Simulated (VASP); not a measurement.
Runs of VASP 6.6.1 on TiTe2. It takes space group P4/mmm (No. 123, tetragonal). The conventional cell has a = 3.026 Å, b = 3.026 Å, c = 9.302 Å, α = 90.00°, β = 90.00°, γ = 90.00°. Ti (site symmetry 4/mmm) has 2 Te at 2.74 Å and 4 Ti at 3.03 Å within 3.6 Å. Within 3.6 Å of Te (site symmetry 4mm) lie 1 Ti at 2.74 Å and 4 Te at 3.03 Å. 

```csv
level,U,gap on the mesh (eV),pressure (GPa),largest force (eV/Å)
LDA+U,Ti d U = 4.0 eV,none,(b),0.03
LDA+U,Ti d U = 2.0 eV,none,-0.4,0.12
LDA+U,Ti d U = 3.0 eV,none,(c),0.07
LDA+U,Ti d U = 5.0 eV,none,(a),(d)
LDA+U,Ti d U = 8.0 eV,none,3.9,0.43
LDA+U,Ti d U = 6.0 eV,none,1.9,0.07
LDA,-,none,-1.3,0.20
```

Alike in all rows: task single point; potentials or basis VASP PAW LDA potentials, release 64 (Ti_sv, Te); no spin polarisation; cell as given; k mesh 9 × 9 × 3; cutoff (eV) 520; smearing fermi-dirac 0.05 eV.

Problem. Estimate the missing entries.

Solution. (a) 1.3; (b) 0.7; (c) 0.1; (d) 0.01.

Caveats: spin-orbit coupling is left out, which moves the levels of the heavy elements; U without spin polarisation on a metal has little footing (some runs); the U is typed as a test and isn't derived for this compound (some runs).

A k mesh can miss the band edges, and the runs leave out spin-orbit coupling on Te.

A gap of «none» marks levels without a gap at the run's occupations.
